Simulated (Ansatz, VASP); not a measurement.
# One calculation of SiC, two programs

```
Si C
1.0
     3.07553    0.00000    0.00000
    -1.53776    2.66349    0.00000
     0.00000    0.00000    5.04739
Si C
2 2
Direct
  0.33333 0.66667 0.00457
  0.66667 0.33333 0.50457
  0.33333 0.66667 0.38043
  0.66667 0.33333 0.88043
```

Alike in both runs: task single point; functional r2SCAN; k mesh 8 × 8 × 6; occupations tetrahedron; no spin polarisation.

|  | VASP | Ansatz |
| --- | --- | --- |
| version | VASP 6.6.1 | Ansatz 0.2.0 |
| potentials or method | VASP PAW PBE potentials, release 64 (Si, C), cutoff 520 eV | scalar-relativistic, plane waves, PAW |
| valence electrons in the cell | 16 | 16 |

```tsv
	VASP	Ansatz	Ansatz less VASP
gap on the k mesh at the Fermi level (eV)	2.92	2.91	-0.007
pressure (GPa)	-0.2	0.0	+0.18
traceless stress, the component that is largest in VASP (GPa)	0.07	0.06	-0.015
```

VASP's potentials were made for PBE, not for r2SCAN. Ansatz's warnings: band table not solved further, tetrahedron derivatives may miss energy slope.
